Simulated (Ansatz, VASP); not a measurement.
## I in VASP and in Ansatz

INCAR

```
SYSTEM = I
ALGO = Normal
EDIFF = 1E-6
ENCUT = 520
ISIF = 2
ISMEAR = -1
LASPH = .True.
LCHARG = .False.
LREAL = .False.
LWAVE = .False.
NBANDS = 14
NELM = 100
PREC = Accurate
SIGMA = 0.08
```

Contents of KPOINTS:

```
k-points
0
Gamma
  11 11 11
  0 0 0
```

Contents of POSCAR:

```
I
1.0
    0.0000000000      3.5039541042      3.5039541042
    3.5039541042      0.0000000000      3.5039541042
    3.5039541042      3.5039541042      0.0000000000
I
2
Direct
   -0.1250000000     -0.1250000000     -0.1250000000
    0.1250000000      0.1250000000      0.1250000000
```

Input for Ansatz:

```yaml
crystal:
  lattice:
    - [0.0, 3.5039541042, 3.5039541042]
    - [3.5039541042, 0.0, 3.5039541042]
    - [3.5039541042, 3.5039541042, 0.0]
  atoms:
    - { symbol: I, position: [-0.125, -0.125, -0.125] }
    - { symbol: I, position: [0.125, 0.125, 0.125] }
kpoints:
  mp_grid: { grid: [11, 11, 11] }
scf:
  occupations: { method: fermi_dirac, width: 0.08 }
hamiltonian:
  xc: lda
  pseudopotentials: { kind: paw }
output:
  forces: true
  stress: true
  eigenvalues: true
  populations: true
  write_density: true
  write_potential: true
  elf: true
  volumetric_format: npy
```

Change from the starting cell: volume scaled by 0.8, PAW files.

Alike in both runs: task single point; functional LDA; k mesh 11 × 11 × 11; occupations fermi-dirac, width 0.08 eV; no spin polarisation.

|  | VASP | Ansatz |
| --- | --- | --- |
| version | VASP 6.6.1 | Ansatz 0.2.0 |
| potentials or method | VASP PAW LDA potentials, release 64 (I) | PAW with Ansatz's default frozen-core files, scalar-relativistic |
| plane-wave cutoff (eV) | 520 | 420 |
| valence electrons in the cell | 14 | 34 |

```csv
,VASP,Ansatz,Ansatz less VASP
pressure (GPa),6.0,6.0,-0.01
```

LDA's correlation is that of Perdew and Zunger in VASP and of Perdew and Wang (1992) in Ansatz. VASP's potentials hold 14 valence electrons a cell and Ansatz's 34, so a difference there can come from the potentials and not from the codes.

Spin-orbit coupling is off throughout.
